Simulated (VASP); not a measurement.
**Hf2N: single point with PBEsol**

Hf2N:

```
Hf N
1.0
     5.29554    0.00000    0.00000
     0.00000    5.29554    0.00000
     0.00000    0.00000    3.22745
Hf N
4 2
Direct
  0.29546 0.29546 0.00000
  0.70454 0.70454 0.00000
  0.79546 0.20454 0.50000
  0.20454 0.79546 0.50000
  0.00000 0.00000 0.00000
  0.50000 0.50000 0.50000
```

| Property | Result |
| --- | --- |
| Program | VASP 6.6.1 |
| Task | single point |
| Functional | PBEsol |
| Potentials or basis | VASP PAW PBE potentials, release 64 (Hf_pv, N) |
| Cutoff | 520 eV |
| k mesh | 8 × 8 × 12 |
| Occupations | gaussian, width 0.1 eV |
| Spin | no spin polarisation |

The pressure is -1.0 GPa and the band gap on the k mesh is zero (band 25 reaches 7.32 eV, above the bottom of band 26 at 4.62 eV).

Forces on the atoms (eV/Å):
```
Hf   0.002  0.002  0.000
Hf  -0.002 -0.002  0.000
Hf   0.002 -0.002  0.000
Hf  -0.002  0.002  0.000
N    0.000  0.000  0.000
N    0.000  0.000  0.000
```

Stress tensor (GPa, compression positive):
```
-0.95  0.00  0.00
 0.00 -0.95  0.00
 0.00  0.00 -1.10
```

Levels at points of the mesh, in eV from the Fermi level:
```csv
k point,band 21,band 22,band 23,band 24,band 25,band 26,band 27,band 28,band 29,band 30
"(0.00, 0.00, 0.00)",-3.55,-2.16,-0.10,0.79,1.05,1.12,1.12,1.57,1.78,1.78
"(0.50, 0.00, 0.00)",-2.50,-2.50,-1.08,-1.08,1.44,1.44,1.88,1.88,1.99,1.99
"(0.50, 0.50, 0.00)",-1.78,-1.78,-1.44,-1.44,1.05,1.05,1.52,1.52,1.84,1.84
"(0.00, 0.00, 0.50)",-1.46,-1.46,-1.27,-1.27,-1.26,-1.26,2.19,2.19,3.73,3.73
"(0.50, 0.00, 0.50)",-1.98,-1.98,-1.17,-1.17,-0.95,-0.95,1.78,1.78,3.86,3.86
"(0.50, 0.50, 0.50)",-1.71,-1.71,-0.87,-0.87,-0.55,-0.55,1.30,1.30,2.92,2.92
```

Wall time 7.3 min on 1 thread of AMD EPYC 7R13 (shared host), peak memory 0.34 GiB.

Caveat: the PAW data sets were made with another functional, which shifts forces and pressure a little; spin-orbit coupling is left out, which moves the levels of the heavy elements.
